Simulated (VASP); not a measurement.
# PbF2 (Fm-3m) in VASP: further runs

PbF2 is run at these levels: PBE, LDA; tasks: single point.

Everything below comes from runs of VASP 6.6.1. Logs are shortened: lines on timing, memory, paths and dates and some standing lists are left out, and cuts for length are marked.

### 1 The cell of the first run

Symmetry: Fm-3m, No. 225, cubic system. The conventional cell has a = 5.892 Å, b = 5.892 Å, c = 5.892 Å, α = 90.00°, β = 90.00°, γ = 90.00°. Pb (site symmetry m-3m) has 8 F at 2.55 Å within 3.4 Å. Within 3.4 Å of F (site symmetry -43m) lie 4 Pb at 2.55 Å and 6 F at 2.95 Å.

### 2 Single point, PBE

INCAR reads:

```
SYSTEM = PbF2
ALGO = Normal
EDIFF = 1E-6
ENCUT = 520
GGA = PE
ISIF = 2
ISMEAR = -1
LASPH = .TRUE.
LCHARG = .FALSE.
LREAL = .FALSE.
LWAVE = .FALSE.
NBANDS = 37
NELM = 60
PREC = Accurate
SIGMA = 0.02
```

KPOINTS reads:

```
k-points
0
G
  4 6 6
  0 0 0
```

POSCAR reads:

```
PbF2
1.0
    5.8916182408      0.0000000000      0.0000000000
    0.0000000000      2.9458159690      2.9458164277
    0.0000000000     -2.9458159690      2.9458164277
Pb F
2 4
Direct
    0.5000000000      0.9699092238      0.9699092238
    0.0000000000      0.4699092238      0.4699092238
    0.7500052183      0.9699224585      0.4699213178
    0.2499947817      0.4699213178      0.9699224585
    0.7499947817      0.4699224585      0.9699213178
    0.2500052183      0.9699213178      0.4699224585
```

Potentials or basis: VASP PAW PBE potentials, release 64 (Pb_d, F).

Command:

```console
cat potpaw_PBE.64/Pb_d/POTCAR potpaw_PBE.64/F/POTCAR > POTCAR
mpirun -np 1 vasp_std > vasp.out
```

OUTCAR:

```text
SYSTEM = PbF2
   EDIFF = 1E-6
   ENCUT = 520
   GGA = PE
   ISIF = 2
   ISMEAR = -1
   LASPH = .TRUE.
   LREAL = .FALSE.
   NELM = 60
   PREC = Accurate

 ion  position               nearest neighbor table
   1  0.500  0.970  0.970-   5 2.55   6 2.55   3 2.55   4 2.55   5 2.55   6 2.55   3 2.55   4 2.55

   2  0.000  0.470  0.470-   3 2.55   4 2.55   5 2.55   6 2.55   3 2.55   4 2.55   6 2.55   5 2.55

   3  0.750  0.970  0.470-   2 2.55   1 2.55   2 2.55   1 2.55
   4  0.250  0.470  0.970-   2 2.55   1 2.55   2 2.55   1 2.55
   5  0.750  0.470  0.970-   1 2.55   2 2.55   1 2.55   2 2.55
   6  0.250  0.970  0.470-   1 2.55   2 2.55   1 2.55   2 2.55

  LATTYP: Found a simple tetragonal cell.
 ALAT       =     4.1660132200
 C/A-ratio  =     1.4142101644

  Lattice vectors:

 A1 = (   0.0000000000,   2.9458159690,   2.9458164277)
 A2 = (   0.0000000000,  -2.9458159690,   2.9458164277)
 A3 = (   5.8916182408,   0.0000000000,   0.0000000000)

Analysis of symmetry for initial positions (statically):
=====================================================================
 Subroutine PRICEL returns:
 Original cell was already a primitive cell.

 Routine SETGRP: Setting up the symmetry group for a
 simple tetragonal supercell.

 Subroutine GETGRP returns: Found  4 space group operations
 (whereof  2 operations were pure point group operations)
 out of a pool of 16 trial point group operations.

The static configuration has the point symmetry C_2 .
 The point group associated with its full space group is C_2v.

Analysis of symmetry for dynamics (positions and initial velocities):
=====================================================================
 Subroutine PRICEL returns:
 Original cell was already a primitive cell.

 Routine SETGRP: Setting up the symmetry group for a
 simple tetragonal supercell.

 Subroutine GETGRP returns: Found  4 space group operations
 (whereof  2 operations were pure point group operations)
 out of a pool of 16 trial point group operations.

The dynamic configuration has the point symmetry C_2 .
 The point group associated with its full space group is C_2v.

 Subroutine INISYM returns: Found  4 space group operations
 (whereof  2 operations are pure point group operations),
 and found     1 'primitive' translations

----------------------------------------------------------------------------------------

                                     Primitive cell

  volume of cell :     102.2530

  direct lattice vectors                    reciprocal lattice vectors
     5.891618241  0.000000000  0.000000000     0.169732654  0.000000000  0.000000000
     0.000000000  2.945815969  2.945816428     0.000000000  0.169732259  0.169732233
     0.000000000 -2.945815969  2.945816428     0.000000000 -0.169732259  0.169732233

  length of vectors
     5.891618241  4.166013220  4.166013220     0.169732654  0.240037644  0.240037644

  position of ions in fractional coordinates (direct lattice)
     0.500000000  0.969909224  0.969909224
     0.000000000  0.469909224  0.469909224
     0.750005218  0.969922459  0.469921318
     0.249994782  0.469921318  0.969922459
     0.749994782  0.469922459  0.969921318
     0.250005218  0.969921318  0.469922459

  ion indices of the primitive-cell ions
   primitive index   ion index
                 1           1
                 2           2
                 3           3
                 4           4
                 5           5
                 6           6

----------------------------------------------------------------------------------------

 KPOINTS: k-points

Automatic generation of k-mesh.
 Grid dimensions read from file:
 generate k-points for:    4    6    6

 Generating k-lattice:

  Cartesian coordinates                     Fractional coordinates (reciprocal lattice)
     0.042433163  0.000000000  0.000000000     0.250000000  0.000000000  0.000000000
     0.000000000  0.028288710  0.028288705     0.000000000  0.166666667 -0.000000000
     0.000000000 -0.028288710  0.028288705     0.000000000 -0.000000000  0.166666667

  Length of vectors
     0.042433163  0.040006274  0.040006274

  Shift w.r.t. Gamma in fractional coordinates (k-lattice)
     0.000000000  0.000000000  0.000000000

 Subroutine IBZKPT returns following result:
 ===========================================

 Found     39 irreducible k-points:

 Following reciprocal coordinates:
            Coordinates               Weight
  0.000000  0.000000  0.000000      1.000000
  0.250000  0.000000  0.000000      2.000000
  0.500000  0.000000  0.000000      1.000000
  0.000000  0.166667 -0.000000      4.000000
  0.250000  0.166667 -0.000000      8.000000
  0.500000  0.166667 -0.000000      4.000000
[... 16 lines left out ...]
  0.500000  0.333333  0.166667      4.000000
  0.500000 -0.166667  0.333333      4.000000
 [... further k-points ...]
   k-points           NKPTS =     39   k-points in BZ     NKDIM =     39   number of bands    NBANDS=     37
   number of dos      NEDOS =    301   number of ions     NIONS =      6
   total plane-waves  NPLWV =  49152
   dimension x,y,z NGX =    48 NGY =   32 NGZ =   32
   dimension x,y,z NGXF=    96 NGYF=   64 NGZF=   64
   ions per type =               2   4
   NGX,Y,Z   is equivalent  to a cutoff of  13.54, 12.77, 12.77 a.u.
   NGXF,Y,Z  is equivalent  to a cutoff of  27.09, 25.54, 25.54 a.u.
 SYSTEM =  PbF2
   PREC   = accura    normal or accurate (medium, high low for compatibility)
   ISTART =      0    job   : 0-new  1-cont  2-samecut
   ICHARG =      2    charge: 1-file 2-atom 10-const
   ISPIN  =      1    spin polarized calculation?
   LNONCOLLINEAR =      F non collinear calculations
   LSORBIT =      F    spin-orbit coupling
   LASPH  =      T    aspherical Exc in radial PAW
   ENCUT  =  520.0 eV  38.22 Ry    6.18 a.u.  10.95  7.75  7.75*2*pi/ulx,y,z
   NELM   =     60;   NELMIN=  2; NELMDL= -5     # of ELM steps
   EDIFF  = 0.1E-05   stopping-criterion for ELM
   LREAL  =      F    real-space projection
   EDIFFG = 0.1E-04   stopping-criterion for IOM
   NSW    =      0    number of steps for IOM
   IBRION =     -1    ionic relax: 0-MD 1-quasi-New 2-CG
   NFREE  =      0    steps in history (QN), initial steepest desc. (CG)
   ISIF   =      2    stress and relaxation
   ISYM   =      2    0-nonsym 1-usesym 2-fastsym
   POTIM  = 0.5000    time-step for ionic-motion
   TEBEG  =    0.0;   TEEND  =   0.0 temperature during run
   PSTRESS=    0.0 pullay stress
   NELECT =      56.0000    total number of electrons
   NUPDOWN=      -1.0000    fix difference up-down
   EMIN   =  10.00;   EMAX   =-10.00  energy-range for DOS
   EFERMI =   0.00;   METHOD = LEGACY
   ISMEAR =    -1;   SIGMA  =   0.02  broadening in eV -4-tet -1-fermi 0-gaus
   EFERMI_NEDOS =   21; number of points for ismear=-14 and -15
   IALGO  =     38    algorithm
   IMIX   =      4    mixing-type and parameters
     AMIX     =   0.40;   BMIX     =  1.00
     AMIX_MAG =   1.60;   BMIX_MAG =  1.00
  volume/ion in A,a.u.               =      17.04       115.01
  Fermi-wavevector in a.u.,A,eV,Ry     =   1.339406  2.531110 24.408963  1.794008
  Thomas-Fermi vector in A             =   2.467800
   LORBIT       =      0    0 simple, 1 ext, 2 COOP (PROOUT), +10 PAW based schemes
   GGA     = PE    functional components
   LHFCALC =     F    Hartree Fock is set to
   AEXX    =    0.0000 exact exchange contribution
   IVDW    =     0    specifies the selected vdW correction
   LEPSILON=     F    determine dielectric tensor
   LRPA    =     F    only Hartree local field effects (RPA)
 non-spin polarized calculation
  energy-cutoff  :      520.00
  volume of cell :      102.25
 maximum number of plane-waves:      2774
 NGX is ok and might be reduce to    48
   NGX = 21   NGY = 15   NGZ = 15

 number of electron      55.9999975 magnetization

 Free energy of the ion-electron system (eV)
  ---------------------------------------------------
  ext. energy  EPLUGINS =         0.00000000
  ---------------------------------------------------
  free energy    TOTEN  =       -28.62682727 eV

  energy without entropy =      -28.62682727  energy(sigma->0) =      -28.62682727

 E-fermi :   2.5503     XC(G=0):  -9.4971

 val. band max:        2.1174393268   @ k =   0.5000   0.5000   0.5000
 cond. band min:       6.5290066860   @ k =   0.0000   0.0000   0.0000
 fundamental gap:      4.4115673593
 Fermi energy:         2.5503453330

 k-point     1 :       0.0000    0.0000    0.0000
  band No.  band energies     occupation
      1     -19.1332      2.00000
      2     -18.8374      2.00000
      3     -18.7255      2.00000
      4     -18.4796      2.00000
      5     -12.3452      2.00000
      6     -12.3452      2.00000
[... 29 lines left out ...]
     36      12.8042      0.00000
     37      16.3892      0.00000

 k-point     2 :       0.2500    0.0000    0.0000
  band No.  band energies     occupation
      1     -19.0908      2.00000
      2     -18.8824      2.00000
      3     -18.6909      2.00000
      4     -18.5175      2.00000
      5     -12.3317      2.00000
      6     -12.3317      2.00000
[... 29 lines left out ...]
     36      13.9097      0.00000
     37      16.2895      0.00000

 k-point     3 :       0.5000    0.0000    0.0000
  band No.  band energies     occupation
      1     -18.9880      2.00000
      2     -18.9880      2.00000
      3     -18.6055      2.00000
      4     -18.6055      2.00000
      5     -12.2988      2.00000
      6     -12.2988      2.00000
[... 29 lines left out ...]
     36      13.3539      0.00000
     37      17.7292      0.00000

 k-point     4 :       0.0000    0.1667   -0.0000
  band No.  band energies     occupation
      1     -19.0953      2.00000
      2     -18.8220      2.00000
      3     -18.7416      2.00000
      4     -18.5138      2.00000
      5     -12.3381      2.00000
      6     -12.3338      2.00000
[... 29 lines left out ...]
     36      13.8616      0.00000
     37      16.6076      0.00000
[... 683 lines left out ...]
      1     -18.9461      2.00000
      2     -18.8064      2.00000
      3     -18.7654      2.00000
      4     -18.6440      2.00000
      5     -12.3104      2.00000
      6     -12.3097      2.00000
[... 29 lines left out ...]
     36      13.8889      0.00000
     37      16.3228      0.00000

 k-point    23 :       0.5000    0.3333    0.1667
  band No.  band energies     occupation
      1     -18.8764      2.00000
      2     -18.8764      2.00000
      3     -18.7059      2.00000
      4     -18.7059      2.00000
      5     -12.3084      2.00000
      6     -12.3084      2.00000
[... 29 lines left out ...]
     36      13.9320      0.00000
     37      15.8956      0.00000

 k-point    24 :       0.5000   -0.1667    0.3333
  band No.  band energies     occupation
      1     -18.8764      2.00000
      2     -18.8764      2.00000
      3     -18.7059      2.00000
      4     -18.7059      2.00000
      5     -12.3084      2.00000
      6     -12.3084      2.00000
[... 29 lines left out ...]
     36      13.9320      0.00000
     37      15.8956      0.00000

 [... further k-points ...]
[... 5 lines left out ...]
  --------------------------------------------------------------------------------------
  -------------------------------------------------------------------------------------
  Total        2.5292645      2.5278229      2.5275076      0.0000000      0.0000000      0.0000000
  in kB       39.6304440     39.6078563     39.6029164      0.0000000      0.0000000      0.0000000
  external PRESSURE =      39.6137389 kB  Pullay stress =       0.0000000 kB

 VOLUME and BASIS-vectors are now :
 -----------------------------------------------------------------------------
  energy-cutoff  :      520.00
  volume of cell :      102.25
      direct lattice vectors                 reciprocal lattice vectors
     5.891618241  0.000000000  0.000000000     0.169732654  0.000000000  0.000000000
     0.000000000  2.945815969  2.945816428     0.000000000  0.169732259  0.169732233
     0.000000000 -2.945815969  2.945816428     0.000000000 -0.169732259  0.169732233

 POSITION                                       TOTAL-FORCE (eV/Angst)
 -----------------------------------------------------------------------------------
      2.94581      0.00000      5.71435         0.000000     -0.000000      0.000213
      0.00000      0.00000      2.76853         0.000000     -0.000000      0.000213
      4.41874      1.47291      4.24152        -0.000035     -0.000007     -0.000106
      1.47287     -1.47291      4.24152         0.000035      0.000007     -0.000106
      4.41868     -1.47290      4.24152         0.000035     -0.000007     -0.000106
      1.47294      1.47290      4.24152        -0.000035      0.000007     -0.000106
 -----------------------------------------------------------------------------------
    total drift:                                0.000000     -0.000002      0.000692

  FREE ENERGIE OF THE ION-ELECTRON SYSTEM (eV)
  ---------------------------------------------------
  free  energy   TOTEN  =       -28.6268272743 eV

  energy  without entropy=      -28.6268272743  energy(sigma->0) =      -28.62682727
```

Run time: 3.1 min. Hardware: 1 thread of Intel Xeon 8259CL, shared host; peak memory 0.28 GiB.

What came out:

```
Free energy            : -28.6268 eV
Pressure               : 4.0 GPa
Band gap on the k mesh : 4.41 eV
```

Levels at points of the mesh, in eV from the valence-band top:
| k point | band 24 | band 25 | band 26 | band 27 | band 28 | band 29 | band 30 | band 31 | band 32 | band 33 |
| --- | --- | --- | --- | --- | --- | --- | --- | --- | --- | --- |
| (0.00, 0.00, 0.00) | -2.10 | -1.66 | -1.66 | -1.66 | -0.15 | 4.41 | 6.79 | 6.79 | 6.79 | 7.96 |
| (0.50, 0.00, 0.00) | -1.84 | -1.84 | -1.84 | -1.01 | -1.01 | 5.06 | 5.06 | 7.43 | 7.43 | 7.43 |
| (0.00, 0.50, 0.00) | -2.16 | -1.75 | -1.75 | -0.26 | -0.26 | 5.50 | 5.50 | 6.79 | 6.79 | 7.70 |
| (0.50, 0.50, 0.00) | -2.26 | -2.26 | -2.26 | -0.04 | -0.04 | 5.02 | 5.02 | 7.72 | 7.72 | 7.72 |
| (0.00, 0.50, 0.50) | -1.66 | -1.66 | -1.66 | -0.15 | -0.15 | 4.41 | 4.41 | 7.96 | 7.96 | 7.96 |
| (0.50, 0.50, 0.50) | -1.73 | -1.59 | -1.59 | 0.00 | 0.00 | 6.09 | 6.09 | 6.09 | 6.09 | 7.52 |

Caveat: the cell stands under pressure; spin-orbit coupling is left out, which moves the levels of the heavy elements.

### 3 Single point, LDA

INCAR reads:

```
PREC = Accurate
ENCUT = 520
EDIFF = 1E-7
ISMEAR = 0
SIGMA = 0.01
LREAL = False
LASPH = True
NELM = 80
ALGO = Normal
ISIF = 2
LWAVE = False
LCHARG = False
NBANDS = 37
```

KPOINTS reads:

```
Automatic mesh
0
Gamma
  4 6 6
```

POSCAR is that of step 2.

Potentials or basis: VASP PAW LDA potentials, release 64 (Pb_d, F).

Command:

```console
cat potpaw_LDA.64/Pb_d/POTCAR potpaw_LDA.64/F/POTCAR > POTCAR
mpirun -np 1 vasp_std > vasp.out
```

It took 3.2 min on 1 thread of Intel Xeon 8259CL, shared host; peak memory 0.25 GiB.

It converged, with:

| Quantity | Value |
| --- | --- |
| Free energy | -31.8732 eV |
| Pressure | -3.3 GPa |
| Band gap on the k mesh | 4.22 eV |

Levels at points of the mesh, in eV from the valence-band top:
| k point | band 24 | band 25 | band 26 | band 27 | band 28 | band 29 | band 30 | band 31 | band 32 | band 33 |
| --- | --- | --- | --- | --- | --- | --- | --- | --- | --- | --- |
| (0.00, 0.00, 0.00) | -2.12 | -1.67 | -1.66 | -1.66 | -0.16 | 4.22 | 6.59 | 6.59 | 6.59 | 7.80 |
| (0.50, 0.00, 0.00) | -1.85 | -1.85 | -1.85 | -1.02 | -1.02 | 4.82 | 4.82 | 7.25 | 7.25 | 7.25 |
| (0.00, 0.50, 0.00) | -2.18 | -1.76 | -1.76 | -0.25 | -0.25 | 5.28 | 5.28 | 6.61 | 6.61 | 7.53 |
| (0.50, 0.50, 0.00) | -2.29 | -2.29 | -2.29 | -0.04 | -0.04 | 4.81 | 4.81 | 7.56 | 7.56 | 7.56 |
| (0.00, 0.50, 0.50) | -1.66 | -1.66 | -1.66 | -0.16 | -0.16 | 4.22 | 4.22 | 7.80 | 7.80 | 7.80 |
| (0.50, 0.50, 0.50) | -1.74 | -1.60 | -1.60 | 0.00 | 0.00 | 5.91 | 5.91 | 5.91 | 5.91 | 7.29 |

Caveat: the cell stands under tension; spin-orbit coupling is left out, which moves the levels of the heavy elements. A k mesh can miss the band edges.
